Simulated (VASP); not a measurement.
# ZnSe (F-43m) in VASP: notebook

ZnSe is run at these levels: LDA; tasks: relaxation of cell and atoms, single point.

Everything below comes from runs of VASP 6.6.1. Logs are shortened: lines on timing, memory, paths and dates and some standing lists are left out, and cuts for length are marked.

### 1 The cell of the first run

The structure is cubic, space group F-43m (No. 216). The conventional cell has a = 5.665 Å, b = 5.665 Å, c = 5.665 Å, α = 90.00°, β = 90.00°, γ = 90.00°. Zn (site symmetry -43m) has 4 Se at 2.45 Å within 3.2 Å. Se (site symmetry -43m) has 4 Zn at 2.45 Å within 3.2 Å.

### 2 Relaxation of cell and atoms, LDA

Input file INCAR:

```
PREC = Accurate
ENCUT = 600
EDIFF = 1E-6
ISMEAR = 0
SIGMA = 0.02
LREAL = False
LASPH = True
NELM = 80
ALGO = Normal
ISIF = 3
LWAVE = False
LCHARG = False
GGA = CA
IBRION = 2
NSW = 100
EDIFFG = -0.005
```

Input file KPOINTS:

```
Automatic mesh
0
Gamma
  8 8 8
```

Input file POSCAR:

```
ZnSe
1.0
    0.0000000000      2.8324425400      2.8324425400
    2.8324425400      0.0000000000      2.8324425400
    2.8324425400      2.8324425400      0.0000000000
Zn Se
1 1
Direct
    0.0000000000      0.0000000000      0.0000000000
    0.2500000000      0.2500000000      0.2500000000
```

Potentials or basis: VASP PAW LDA potentials, release 64 (Zn, Se).

The run is started by

```bash
> cat potpaw_LDA.64/Zn/POTCAR potpaw_LDA.64/Se/POTCAR > POTCAR
> mpirun -np 1 vasp_std > vasp.out
```

OUTCAR:

```text
PREC = Accurate
   ENCUT = 600
   EDIFF = 1E-6
   ISMEAR = 0
   LREAL = False
   LASPH = True
   NELM = 80
   ISIF = 3
   GGA = CA
   IBRION = 2
   NSW = 100
   EDIFFG = -0.005

 ion  position               nearest neighbor table
   1  0.000  0.000  0.000-   2 2.45   2 2.45   2 2.45   2 2.45
   2  0.250  0.250  0.250-   1 2.45   1 2.45   1 2.45   1 2.45

  LATTYP: Found a face centered cubic cell.
 ALAT       =     5.6648850800

  Lattice vectors:

 A1 = (   0.0000000000,   2.8324425400,   2.8324425400)
 A2 = (   2.8324425400,   0.0000000000,   2.8324425400)
 A3 = (   2.8324425400,   2.8324425400,   0.0000000000)

Analysis of symmetry for initial positions (statically):
=====================================================================
 Subroutine PRICEL returns:
 Original cell was already a primitive cell.

 Routine SETGRP: Setting up the symmetry group for a
 face centered cubic supercell.

 Subroutine GETGRP returns: Found 24 space group operations
 (whereof 24 operations were pure point group operations)
 out of a pool of 48 trial point group operations.

The static configuration has the point symmetry T_d .

Analysis of symmetry for dynamics (positions and initial velocities):
=====================================================================
 Subroutine PRICEL returns:
 Original cell was already a primitive cell.

 Routine SETGRP: Setting up the symmetry group for a
 face centered cubic supercell.

 Subroutine GETGRP returns: Found 24 space group operations
 (whereof 24 operations were pure point group operations)
 out of a pool of 48 trial point group operations.

The dynamic configuration has the point symmetry T_d .

 Subroutine INISYM returns: Found 24 space group operations
 (whereof 24 operations are pure point group operations),
 and found     1 'primitive' translations

----------------------------------------------------------------------------------------

                                     Primitive cell

  volume of cell :      45.4478

  direct lattice vectors                    reciprocal lattice vectors
     0.000000000  2.832442540  2.832442540    -0.176526088  0.176526088  0.176526088
     2.832442540  0.000000000  2.832442540     0.176526088 -0.176526088  0.176526088
     2.832442540  2.832442540  0.000000000     0.176526088  0.176526088 -0.176526088

  length of vectors
     4.005678655  4.005678655  4.005678655     0.305752153  0.305752153  0.305752153

  position of ions in fractional coordinates (direct lattice)
     0.000000000  0.000000000  0.000000000
     0.250000000  0.250000000  0.250000000

  ion indices of the primitive-cell ions
   primitive index   ion index
                 1           1
                 2           2

----------------------------------------------------------------------------------------

 KPOINTS: Automatic mesh

Automatic generation of k-mesh.
 Grid dimensions read from file:
 generate k-points for:    8    8    8

 Generating k-lattice:

  Cartesian coordinates                     Fractional coordinates (reciprocal lattice)
    -0.022065761  0.022065761  0.022065761     0.125000000  0.000000000  0.000000000
     0.022065761 -0.022065761  0.022065761     0.000000000  0.125000000  0.000000000
     0.022065761  0.022065761 -0.022065761     0.000000000  0.000000000  0.125000000

  Length of vectors
     0.038219019  0.038219019  0.038219019

  Shift w.r.t. Gamma in fractional coordinates (k-lattice)
     0.000000000  0.000000000  0.000000000

 Subroutine IBZKPT returns following result:
 ===========================================

 Found     29 irreducible k-points:

 Following reciprocal coordinates:
            Coordinates               Weight
  0.000000  0.000000  0.000000      1.000000
  0.125000  0.000000  0.000000      8.000000
  0.250000  0.000000  0.000000      8.000000
  0.375000  0.000000  0.000000      8.000000
  0.500000  0.000000  0.000000      4.000000
  0.125000  0.125000  0.000000      6.000000
[... 16 lines left out ...]
  0.500000  0.250000  0.125000     48.000000
 -0.375000  0.250000  0.125000     24.000000
 [... further k-points ...]
   k-points           NKPTS =     29   k-points in BZ     NKDIM =     29   number of bands    NBANDS=     13
   number of dos      NEDOS =    301   number of ions     NIONS =      2
   total plane-waves  NPLWV =  32768
   dimension x,y,z NGX =    32 NGY =   32 NGZ =   32
   dimension x,y,z NGXF=    64 NGYF=   64 NGZF=   64
   ions per type =               1   1
   NGX,Y,Z   is equivalent  to a cutoff of  13.28, 13.28, 13.28 a.u.
   NGXF,Y,Z  is equivalent  to a cutoff of  26.56, 26.56, 26.56 a.u.
 SYSTEM =  unknown system
   PREC   = accura    normal or accurate (medium, high low for compatibility)
   ISTART =      0    job   : 0-new  1-cont  2-samecut
   ICHARG =      2    charge: 1-file 2-atom 10-const
   ISPIN  =      1    spin polarized calculation?
   LNONCOLLINEAR =      F non collinear calculations
   LSORBIT =      F    spin-orbit coupling
   LASPH  =      T    aspherical Exc in radial PAW
   ENCUT  =  600.0 eV  44.10 Ry    6.64 a.u.   8.00  8.00  8.00*2*pi/ulx,y,z
   NELM   =     80;   NELMIN=  2; NELMDL= -5     # of ELM steps
   EDIFF  = 0.1E-05   stopping-criterion for ELM
   LREAL  =      F    real-space projection
   EDIFFG = -.5E-02   stopping-criterion for IOM
   NSW    =    100    number of steps for IOM
   IBRION =      2    ionic relax: 0-MD 1-quasi-New 2-CG
   NFREE  =      1    steps in history (QN), initial steepest desc. (CG)
   ISIF   =      3    stress and relaxation
   ISYM   =      2    0-nonsym 1-usesym 2-fastsym
   POTIM  = 0.5000    time-step for ionic-motion
   TEBEG  =    0.0;   TEEND  =   0.0 temperature during run
   PSTRESS=    0.0 pullay stress
   NELECT =      18.0000    total number of electrons
   NUPDOWN=      -1.0000    fix difference up-down
   EMIN   =  10.00;   EMAX   =-10.00  energy-range for DOS
   EFERMI =   0.00;   METHOD = LEGACY
   ISMEAR =     0;   SIGMA  =   0.02  broadening in eV -4-tet -1-fermi 0-gaus
   EFERMI_NEDOS =   21; number of points for ismear=-14 and -15
   IALGO  =     38    algorithm
   IMIX   =      4    mixing-type and parameters
     AMIX     =   0.40;   BMIX     =  1.00
     AMIX_MAG =   1.60;   BMIX_MAG =  1.00
  volume/ion in A,a.u.               =      22.72       153.35
  Fermi-wavevector in a.u.,A,eV,Ry     =   1.202249  2.271922 19.665909  1.445404
  Thomas-Fermi vector in A             =   2.338036
   LORBIT       =      0    0 simple, 1 ext, 2 COOP (PROOUT), +10 PAW based schemes
   GGA     = CA    functional components
   LHFCALC =     F    Hartree Fock is set to
   AEXX    =    0.0000 exact exchange contribution
   IVDW    =     0    specifies the selected vdW correction
   LEPSILON=     F    determine dielectric tensor
   LRPA    =     F    only Hartree local field effects (RPA)
 conjugate gradient relaxation of ions
 non-spin polarized calculation
 Gauss-broadening in eV      SIGMA  =   0.02
  energy-cutoff  :      600.00
  volume of cell :       45.45
 maximum number of plane-waves:      1540
   NGX = 17   NGY = 17   NGZ = 17

--------------------------------------- Ionic step        1  -------------------------------------------

 number of electron      17.9999992 magnetization

 Free energy of the ion-electron system (eV)
  ---------------------------------------------------
  ext. energy  EPLUGINS =         0.00000000
  ---------------------------------------------------
  free energy    TOTEN  =        -7.35154318 eV

  energy without entropy =       -7.35154318  energy(sigma->0) =       -7.35154318

------------------------ aborting loop because EDIFF is reached ----------------------------------------

  FORCE on cell =-STRESS in cart. coord.  units (eV):
  Direction    XX          YY          ZZ          XY          YZ          ZX
  --------------------------------------------------------------------------------------
  -------------------------------------------------------------------------------------
  Total       -0.8646651     -0.8646651     -0.8646651     -0.0000000      0.0000000      0.0000000
  in kB      -30.4821199    -30.4821199    -30.4821199     -0.0000000      0.0000000      0.0000000
  external PRESSURE =     -30.4821199 kB  Pullay stress =       0.0000000 kB
[... 129 lines left out ...]
  energy  without entropy=       -7.3722809691  energy(sigma->0) =       -7.37228097

--------------------------------------- Ionic step        5  -------------------------------------------

 number of electron      17.9999991 magnetization

 Free energy of the ion-electron system (eV)
  ---------------------------------------------------
  ext. energy  EPLUGINS =         0.00000000
  ---------------------------------------------------
  free energy    TOTEN  =        -7.37231717 eV

  energy without entropy =       -7.37231717  energy(sigma->0) =       -7.37231717

 E-fermi :   2.0579     XC(G=0):  -9.9162

 val. band max:        1.9465998115   @ k =   0.0000   0.0000   0.0000
 cond. band min:       3.2161179986   @ k =   0.0000   0.0000   0.0000
 fundamental gap:      1.2695181871
 Fermi energy:         2.0579265403

 k-point     1 :       0.0000    0.0000    0.0000
  band No.  band energies     occupation
      1     -11.6665      2.00000
      2      -4.9200      2.00000
      3      -4.9200      2.00000
      4      -4.9200      2.00000
      5      -4.5161      2.00000
      6      -4.5161      2.00000
      7       1.9466      2.00000
      8       1.9466      2.00000
      9       1.9466      2.00000
     10       3.2161      0.00000
     11       7.6318      0.00000
     12       7.6318      0.00000
     13       7.6318      0.00000
[... 353 lines left out ...]
 k-point    24 :      -0.3750    0.2500    0.1250
  band No.  band energies     occupation
      1     -10.6389      2.00000
      2      -4.8117      2.00000
      3      -4.7674      2.00000
      4      -4.5561      2.00000
      5      -4.5091      2.00000
      6      -4.2795      2.00000
      7      -3.2893      2.00000
      8      -0.6774      2.00000
      9       0.3389      2.00000
     10       6.1866      0.00000
     11       7.3111      0.00000
     12       9.3741      0.00000
     13      10.6311      0.00000

 [... further k-points ...]
[... 5 lines left out ...]
  --------------------------------------------------------------------------------------
  -------------------------------------------------------------------------------------
  Total        0.0045299      0.0045299      0.0045299     -0.0000000     -0.0000000     -0.0000000
  in kB        0.1674067      0.1674067      0.1674067     -0.0000000     -0.0000000     -0.0000000
  external PRESSURE =       0.1674067 kB  Pullay stress =       0.0000000 kB
[... 17 lines left out ...]
  FREE ENERGIE OF THE ION-ELECTRON SYSTEM (eV)
  ---------------------------------------------------
  free  energy   TOTEN  =        -7.3723171707 eV

  energy  without entropy=       -7.3723171707  energy(sigma->0) =       -7.37231717

 reached required accuracy - stopping structural energy minimisation
```

It took 40 s on 1 thread of Intel Xeon Platinum 8375C at 2.90GHz (Ice Lake), shared host; peak memory 0.17 GiB.

Results:

```
Free energy                            : -7.3723 eV
Relaxed volume                         : 21.68 Å³/atom
Relaxed cell                           : a = 3.943 Å, b = 3.943 Å, c = 3.943 Å, α = 60.00°, β = 60.00°, γ = 60.00°
Space group after relaxing (to 0.05 Å) : F-43m (No. 216)
Energy gained by relaxing              : 10.4 meV/atom
Ionic steps                            : 5
Pressure after relaxing                : 0.0 GPa
Band gap on the k mesh                 : 1.27 eV, direct
```

Step by step:
```tsv
step	energy change (eV)	largest force (eV/Å)	pressure (GPa)	volume (Å³)
1	0.0000	0.0000	-3.05	45.45
2	-0.0183	0.0000	1.16	42.66
3	-0.0208	0.0000	-0.16	43.35
4	-0.0207	0.0000	0.11	43.26
5	-0.0208	0.0000	0.02	43.35
```

Final structure:
```
Zn Se
1.0
     0.00000    2.78825    2.78825
     2.78825    0.00000    2.78825
     2.78825    2.78825    0.00000
Zn Se
1 1
Cartesian
  0.0000 0.0000 0.0000
  1.3941 1.3941 1.3941
```

LDA gaps usually lie below the measured ones, often by a third to a half.

### 3 Single point, LDA

Input file INCAR:

```
PREC = Accurate
ENCUT = 500
EDIFF = 1E-6
ISMEAR = 0
SIGMA = 0.1
LREAL = False
LASPH = True
NELM = 120
ALGO = Normal
ISIF = 2
LWAVE = False
LCHARG = False
NBANDS = 16
GGA_COMPAT = False
```

Input file KPOINTS:

```
Automatic mesh
0
Gamma
  6 6 6
```

POSCAR is that of step 2.

Potentials or basis: VASP PAW LDA potentials, release 64 (Zn, Se).

The run is started by

```bash
> cat potpaw_LDA.64/Zn/POTCAR potpaw_LDA.64/Se/POTCAR > POTCAR
> mpirun -np 1 vasp_std > vasp.out
```

Run time: 13 s. Hardware: 1 thread of Intel Xeon Platinum 8259CL at 2.50GHz (Skylake/Cascade Lake), shared host; peak memory 0.15 GiB.

The run converged. Its results:

```yaml
Free_energy: -7.3455 eV
Pressure: -3.0 GPa
Band_gap_on_the_k_mesh: 1.07 eV, direct
```

Levels at points of the mesh, in eV from the valence-band top:
| k point | band 6 | band 7 | band 8 | band 9 | band 10 | band 11 | band 12 | band 13 |
| --- | --- | --- | --- | --- | --- | --- | --- | --- |
| (0.00, 0.00, 0.00) | -6.33 | 0.00 | 0.00 | 0.00 | 1.07 | 5.70 | 5.70 | 5.70 |
| (0.50, 0.00, 0.00) | -6.17 | -5.30 | -0.88 | -0.88 | 2.37 | 6.28 | 6.28 | 8.35 |
| (0.50, 0.50, 0.00) | -6.14 | -4.84 | -2.21 | -2.21 | 2.80 | 3.32 | 10.53 | 11.09 |
